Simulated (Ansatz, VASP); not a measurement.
## Ir: VASP beside Ansatz

```
Ir
1.0
     0.00000    1.91970    2.01568
     1.91970    0.00000    2.01568
     1.91970    1.91970    0.00000
Ir
1
Direct
  0.00000 0.00000 0.00000
```

Change from the starting cell: strain +0.000 along x and y, +0.050 along z, atoms carried along.

Alike in both runs: task single point; functional PBEsol; k mesh 22 × 22 × 22; occupations gaussian, width 0.15 eV; no spin polarisation.

```csv
,VASP,Ansatz
version,VASP 6.6.1,Ansatz 0.2.0
potentials or method,"VASP PAW PBE potentials, release 64 (Ir), cutoff 520 eV","scalar-relativistic, plane waves, PAW"
valence electrons in the cell,9,17
```

```tsv
	VASP	Ansatz	Ansatz less VASP
gap on the k mesh at the Fermi level (eV)	none	none	-
pressure (GPa)	-17.5	-18.1	-0.64
traceless stress, the component that is largest in VASP (GPa)	-10.77	-10.81	-0.041
```

VASP's potentials were made for PBE, not for PBEsol. A gap of «none» marks a metal or a gap that the smearing closes. VASP's potentials hold 9 valence electrons a cell and Ansatz's 17, so a difference there can come from the potentials and not from the codes.

Spin-orbit coupling is off throughout.
